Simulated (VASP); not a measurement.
From an Ansatz input to VASP: Cu$_{2}$O (strained database structure)

Ansatz input

```yaml
crystal:
  lattice:
    - [4.2460802982, 0.0, 0.0]
    - [0.0, 4.2460802982, 0.0]
    - [0.0, 0.0, 4.1611586922]
  atoms:
    - { symbol: Cu, position: [0.25, 0.25, 0.75] }
    - { symbol: Cu, position: [0.75, 0.25, 0.25] }
    - { symbol: Cu, position: [0.25, 0.75, 0.25] }
    - { symbol: Cu, position: [0.75, 0.75, 0.75] }
    - { symbol: O, position: [0.5, 0.5, 0.5] }
    - { symbol: O, position: [0.0, 0.0, 0.0] }
kpoints:
  mp_grid: { grid: [6, 6, 6] }
  band_path:
    path: [[0.0, 0.0, 0.0], [0.0, 0.5, 0.0], [0.5, 0.5, 0.0], [0.5, 0.5, 0.5]]
    npoints: 1
hamiltonian:
  xc: pbe
scf:
  occupations: { method: fermi_dirac, width: 0.02 }
  n_extra_bands: 5
output:
  forces: true
  stress: true
  eigenvalues: true
```

Problem. Write VASP inputs for this cell and level of theory.

Solution. 

INCAR

```
EDIFF = 1E-7
LWAVE = .FALSE.
NELM = 120
NSW = 0
SIGMA = 0.02
ISIF = 2
LCHARG = .FALSE.
PREC = Accurate
GGA = PE
NBANDS = 37
IBRION = -1
ISMEAR = -1
LREAL = .FALSE.
LASPH = .TRUE.
ENCUT = 520
```

KPOINTS

```
KPOINTS created by Atomic Simulation Environment
0
Gamma
6 6 6
0 0 0
```

KPOINTS_OPT

```
special points
4
Reciprocal
0.0000000000 0.0000000000 0.0000000000 1
0.0000000000 0.5000000000 0.0000000000 1
0.5000000000 0.5000000000 0.0000000000 1
0.5000000000 0.5000000000 0.5000000000 1
```

POSCAR

```
Cu O
 1.0000000000000000
     4.2460802981999999    0.0000000000000000    0.0000000000000000
     0.0000000000000000    4.2460802981999999    0.0000000000000000
     0.0000000000000000    0.0000000000000000    4.1611586921999999
 Cu  O
   4   2
Cartesian
  1.0615200745500000  1.0615200745500000  3.1208690191499997
  3.1845602236500001  1.0615200745500000  1.0402896730500000
  1.0615200745500000  3.1845602236500001  1.0402896730500000
  3.1845602236500001  3.1845602236500001  3.1208690191499997
  2.1230401490999999  2.1230401490999999  2.0805793460999999
  0.0000000000000000  0.0000000000000000  0.0000000000000000
```

VASP ran with the recommended PBE PAW datasets (56 valence electrons in the cell). Other inputs would serve too.

```
                            Ansatz     VASP
gap between bands v and c  0.57 eV  0.57 eV
         least direct gap  0.57 eV  0.57 eV
                 pressure  7.3 GPa  8.2 GPa
```

Datasets and cutoffs are each program's own. VASP's cell holds 56 valence electrons and Ansatz's 88. Ansatz's stress includes a Pulay correction; VASP's doesn't.

VASP's potentials hold 56 valence electrons a cell and Ansatz's 88, so a difference between the two programs can come from the potentials and not from the codes.
